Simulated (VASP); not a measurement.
# Ag (P2_1/m) in VASP: single point with PBEsol

Aim: the single point of Ag with PBEsol.

Everything below comes from runs of VASP 6.6.1. Logs are shortened: lines on timing, memory, paths and dates and some standing lists are left out, and cuts for length are marked.

## 1. The cell of the first run

Symmetry: P2_1/m, No. 11, monoclinic system. The conventional cell has a = 2.867 Å, b = 4.691 Å, c = 2.867 Å, α = 90.00°, β = 120.00°, γ = 90.00°. Ag (site symmetry m) has 12 Ag at 2.72 to 3.01 Å within 3.6 Å.

## 2. Single point, PBEsol (atoms displaced along a vibrational mode)

INCAR reads:

```
ALGO = Normal
EDIFF = 1E-6
ENCUT = 500
GGA = PS
GGA_COMPAT = False
ISIF = 2
ISMEAR = 0
LASPH = True
LCHARG = False
LREAL = False
LWAVE = False
NBANDS = 30
NELM = 120
PREC = Accurate
SIGMA = 0.15
```

KPOINTS reads:

```
k-points
0
Gamma
  20 14 12
```

POSCAR reads:

```
Ag
1.0
   -2.8670626684      0.0000000000      0.0000000000
    0.0000000000      0.0000000000     -4.6907149289
    0.0000000000     -4.9658982101      0.0000000000
Ag
4
Direct
    0.5369946630      0.7500000000      0.1880255453
    0.0369946630      0.7500000000      0.6880255453
   -0.0369946630      0.2500000000      0.3119744547
    0.4630053370      0.2500000000      0.8119744547
```

Potentials or basis: VASP PAW PBE potentials, release 64 (Ag).

Started as:

```sh
$ cat potpaw_PBE.64/Ag/POTCAR > POTCAR
$ mpirun -np 1 vasp_std > vasp.out
```

OUTCAR:

```text
EDIFF = 1E-6
   ENCUT = 500
   GGA = PS
   ISIF = 2
   ISMEAR = 0
   LASPH = True
   LREAL = False
   NELM = 120
   PREC = Accurate

 ion  position               nearest neighbor table
   1  0.537  0.750  0.188-   3 2.72   3 2.72   2 2.87   2 2.87   2 2.87   2 2.87   3 2.93   3 2.93
                             4 3.01   4 3.01
   2  0.037  0.750  0.688-   4 2.72   4 2.72   1 2.87   1 2.87   1 2.87   1 2.87   4 2.93   4 2.93
                             3 3.01   3 3.01
   3  0.963  0.250  0.312-   1 2.72   1 2.72   4 2.87   4 2.87   4 2.87   4 2.87   1 2.93   1 2.93
                             2 3.01   2 3.01
   4  0.463  0.250  0.812-   2 2.72   2 2.72   3 2.87   3 2.87   3 2.87   3 2.87   2 2.93   2 2.93
                             1 3.01   1 3.01

  LATTYP: Found a simple orthorhombic cell.
 ALAT       =     2.8670626684
 B/A-ratio  =     1.6360698985
 C/A-ratio  =     1.7320508076

  Lattice vectors:

 A1 = (  -2.8670626684,   0.0000000000,   0.0000000000)
 A2 = (   0.0000000000,   0.0000000000,  -4.6907149289)
 A3 = (   0.0000000000,  -4.9658982101,   0.0000000000)

Analysis of symmetry for initial positions (statically):
=====================================================================
 Subroutine PRICEL returns following result:

  LATTYP: Found a hexagonal cell.
 ALAT       =     2.8670626684
 C/A-ratio  =     1.6360698985

  Lattice vectors:

 A1 = (  -1.4335313342,  -2.4829491050,   0.0000000000)
 A2 = (  -1.4335313342,   2.4829491050,   0.0000000000)
 A3 = (   0.0000000000,   0.0000000000,  -4.6907149289)

   2 primitive cells build up your supercell.

 Routine SETGRP: Setting up the symmetry group for a
 simple orthorhombic supercell.

 Subroutine GETGRP returns: Found  4 space group operations
 (whereof  2 operations were pure point group operations)
 out of a pool of  8 trial point group operations.

The static configuration has the point symmetry S_2 .
 The point group associated with its full space group is C_2h.

Analysis of symmetry for dynamics (positions and initial velocities):
=====================================================================
 Subroutine PRICEL returns following result:

  LATTYP: Found a hexagonal cell.
 ALAT       =     2.8670626684
 C/A-ratio  =     1.6360698985

[... 111 lines left out ...]
   LNONCOLLINEAR =      F non collinear calculations
   LSORBIT =      F    spin-orbit coupling
   LASPH  =      T    aspherical Exc in radial PAW
   ENCUT  =  500.0 eV  36.75 Ry    6.06 a.u.   5.23  8.55  9.05*2*pi/ulx,y,z
   NELM   =    120;   NELMIN=  2; NELMDL= -5     # of ELM steps
   EDIFF  = 0.1E-05   stopping-criterion for ELM
   LREAL  =      F    real-space projection
   EDIFFG = 0.1E-04   stopping-criterion for IOM
   NSW    =      0    number of steps for IOM
   IBRION =     -1    ionic relax: 0-MD 1-quasi-New 2-CG
   NFREE  =      0    steps in history (QN), initial steepest desc. (CG)
   ISIF   =      2    stress and relaxation
   ISYM   =      2    0-nonsym 1-usesym 2-fastsym
   POTIM  = 0.5000    time-step for ionic-motion
   TEBEG  =    0.0;   TEEND  =   0.0 temperature during run
   PSTRESS=    0.0 pullay stress
   NELECT =      44.0000    total number of electrons
   NUPDOWN=      -1.0000    fix difference up-down
   EMIN   =  10.00;   EMAX   =-10.00  energy-range for DOS
   EFERMI =   0.00;   METHOD = LEGACY
   ISMEAR =     0;   SIGMA  =   0.15  broadening in eV -4-tet -1-fermi 0-gaus
   EFERMI_NEDOS =   21; number of points for ismear=-14 and -15
   IALGO  =     38    algorithm
   IMIX   =      4    mixing-type and parameters
     AMIX     =   0.40;   BMIX     =  1.00
     AMIX_MAG =   1.60;   BMIX_MAG =  1.00
  volume/ion in A,a.u.               =      16.70       112.67
  Fermi-wavevector in a.u.,A,eV,Ry     =   1.424517  2.691947 27.609614  2.029249
  Thomas-Fermi vector in A             =   2.545000
   LORBIT       =      0    0 simple, 1 ext, 2 COOP (PROOUT), +10 PAW based schemes
   GGA     = PS    functional components
   LHFCALC =     F    Hartree Fock is set to
   AEXX    =    0.0000 exact exchange contribution
   IVDW    =     0    specifies the selected vdW correction
   LEPSILON=     F    determine dielectric tensor
   LRPA    =     F    only Hartree local field effects (RPA)
 non-spin polarized calculation
 Gauss-broadening in eV      SIGMA  =   0.15
  energy-cutoff  :      500.00
  volume of cell :       66.78
 maximum number of plane-waves:      1720
 NGX is ok and might be reduce to    24
   NGX = 11   NGY = 17   NGZ = 19

 number of electron      44.0000001 magnetization

 Free energy of the ion-electron system (eV)
  ---------------------------------------------------
  ext. energy  EPLUGINS =         0.00000000
  ---------------------------------------------------
  free energy    TOTEN  =       -13.11241571 eV

  energy without entropy =      -13.10009962  energy(sigma->0) =      -13.10625766

 E-fermi :   8.5226     XC(G=0): -12.5333

 val. band max:        8.5210417961   @ k =   0.0500  -0.3571  -0.3333
 cond. band min:       8.5256894462   @ k =   0.2500   0.3571   0.5000
 fundamental gap:      0.0046476501
 Fermi energy:         8.5226072876

 k-point     1 :       0.0000    0.0000    0.0000
  band No.  band energies     occupation
      1       0.5426      2.00000
      2       2.0169      2.00000
      3       2.0856      2.00000
      4       2.2260      2.00000
      5       2.2716      2.00000
      6       3.4321      2.00000
[... 781 lines left out ...]
     29      19.8596      0.00000
     30      20.3596      0.00000

 [... further k-points ...]

------------------------ aborting loop because EDIFF is reached ----------------------------------------

  FORCE on cell =-STRESS in cart. coord.  units (eV):
  Direction    XX          YY          ZZ          XY          YZ          ZX
  --------------------------------------------------------------------------------------
  -------------------------------------------------------------------------------------
  Total        0.4186648     -0.7874166      1.2106288      0.4922832      0.0000000      0.0000000
  in kB       10.0439137    -18.8903973     29.0434054     11.8100444      0.0000000      0.0000000
  external PRESSURE =       6.7323073 kB  Pullay stress =       0.0000000 kB

 VOLUME and BASIS-vectors are now :
 -----------------------------------------------------------------------------
  energy-cutoff  :      500.00
  volume of cell :       66.78
      direct lattice vectors                 reciprocal lattice vectors
    -2.867062668  0.000000000  0.000000000    -0.348789028  0.000000000  0.000000000
     0.000000000  0.000000000 -4.690714929     0.000000000  0.000000000 -0.213187119
     0.000000000 -4.965898210  0.000000000     0.000000000 -0.201373439  0.000000000

 POSITION                                       TOTAL-FORCE (eV/Angst)
 -----------------------------------------------------------------------------------
     -1.53960     -0.93372     -3.51804         0.335962      0.211580      0.000000
     -0.10607     -3.41666     -3.51804         0.335962      0.211580     -0.000000
     -2.76100     -1.54923     -1.17268        -0.335962     -0.211580      0.000000
     -1.32747     -4.03218     -1.17268        -0.335962     -0.211580     -0.000000
 -----------------------------------------------------------------------------------
    total drift:                                0.000000     -0.000000     -0.000000

  FREE ENERGIE OF THE ION-ELECTRON SYSTEM (eV)
  ---------------------------------------------------
  free  energy   TOTEN  =       -13.1124157052 eV

  energy  without entropy=      -13.1000996154  energy(sigma->0) =      -13.10625766
```

OSZICAR:

```text
N       E                     dE             d eps       ncg     rms          rms(c)
DAV:   1     0.289065623370E+03    0.28907E+03   -0.22550E+04 58560   0.143E+03
DAV:   2    -0.806224055070E+01   -0.29713E+03   -0.28291E+03 61160   0.332E+02
DAV:   3    -0.145058880749E+02   -0.64436E+01   -0.64087E+01 67098   0.555E+01
DAV:   4    -0.145300603358E+02   -0.24172E-01   -0.24169E-01 62352   0.332E+00
DAV:   5    -0.145302671342E+02   -0.20680E-03   -0.20680E-03 67512   0.329E-01    0.118E+01
DAV:   6    -0.131713296244E+02    0.13589E+01   -0.40173E+00 62316   0.166E+01    0.708E+00
DAV:   7    -0.131284704742E+02    0.42859E-01   -0.52470E-02 64098   0.151E+00    0.392E+00
DAV:   8    -0.131123780858E+02    0.16092E-01   -0.25986E-03 63318   0.345E-01    0.207E-01
DAV:   9    -0.131123991736E+02   -0.21088E-04   -0.59070E-05 66486   0.506E-02    0.247E-02
DAV:  10    -0.131124159906E+02   -0.16817E-04   -0.91038E-06 63690   0.231E-02    0.516E-03
DAV:  11    -0.131124157052E+02    0.28536E-06   -0.14500E-07 37842   0.204E-03
   1 F= -.13112416E+02 E0= -.13106258E+02  d E =-.123161E-01
```

Wall time 23 min (1 thread of Oxide Virtual Turin-like, shared host); peak memory 1.2 GiB.

What came out:

| Property | Result |
| --- | --- |
| Free energy | -13.1124 eV |
| Pressure | 0.7 GPa |
| Largest force | 0.397 eV/Å |
| Band gap on the k mesh | zero (bands 22 and 23 overlap by 5.17 eV) |

Forces in eV/Å, atoms in the order of the input:
```
Ag   0.336  0.212  0.000
Ag   0.336  0.212  0.000
Ag  -0.336 -0.212  0.000
Ag  -0.336 -0.212  0.000
```

Caveat: the cell differs from its parent crystal (atoms displaced along a vibrational mode); the PAW data sets were made with another functional, which shifts forces and pressure a little.
